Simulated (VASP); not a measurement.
Set up this calculation in VASP 6.6.1, as the native input.

- Task: single point
- Functional: PBEsol
- Potentials or basis: VASP PAW PBE potentials, release 64 (W_sv, S)
- Cutoff: 520 eV
- k mesh: 7 × 7 × 3
- Occupations: fermi-dirac, width 0.05 eV
- Spin: non-collinear spin, zero start, spin-orbit coupling
- Starting moments: [[0.0, 0.0, 0.0], [0.0, 0.0, 0.0], [0.0, 0.0, 0.0], [0.0, 0.0, 0.0], [0.0, 0.0, 0.0], [0.0, 0.0, 0.0]] μB
- Dipole correction: no
- Further INCAR settings: ALGO = Normal; EDIFF = 1e-06; NBANDS = 68

The structure of WS2 lies in POSCAR:

```
WS2
1.0
    3.1800000000      0.0000000000      0.0000000000
   -1.5900000000      2.7539607840      0.0000000000
    0.0000000000      0.0000000000     12.5000000000
W S
2 4
Direct
    0.6666666667      0.3333333333      0.7500000000
    0.3333333333      0.6666666667      0.2500000000
    0.6666666667      0.3333333333      0.3750000000
    0.3333333333      0.6666666667      0.8750000000
    0.6666666667      0.3333333333      0.1250000000
    0.3333333333      0.6666666667      0.6250000000
```

The input as run:

INCAR

```
PREC = Accurate ; ENCUT = 520
EDIFF = 1E-6 ; ISMEAR = -1
SIGMA = 0.05 ; LREAL = False
LASPH = True ; NELM = 150
ALGO = Normal ; ISIF = 2
LWAVE = False ; LCHARG = False
MAGMOM = 0 0 0 0 0 0 0 0 0 0 0 0 0 0 0 0 0 0 ; LORBIT = 11
LSORBIT = True ; GGA_COMPAT = False
LORBMOM = True ; LMAXMIX = 4
GGA = PS ; NBANDS = 68
```

KPOINTS

```
Automatic mesh
0
Gamma
  7 7 3
```

Potentials or basis: VASP PAW PBE potentials, release 64 (W_sv, S).

Run with:

```bash
$ cat potpaw_PBE.64/W_sv/POTCAR potpaw_PBE.64/S/POTCAR > POTCAR
$ mpirun -np 1 vasp_ncl > vasp.out
```

It gave:

| Item | Value |
| --- | --- |
| Pressure | -2.4 GPa |
| Largest force | 0.110 eV/Å |
| Net moment | 0.00 μB per cell |
| Valence electrons inside the program's atomic spheres | W 12.05; S 3.69 |

Caveat: the PAW data sets were made with another functional, which shifts forces and pressure a little; this functional lacks dispersion, which binds the layers, so the pressure and a relaxed spacing across them are unreliable.

Run time: 4.4 min on 1 thread of Intel(R) Xeon(R) Platinum 8259CL CPU @ 2.50GHz (Skylake/Cascade Lake) (shared host), peak memory 0.52 GiB.
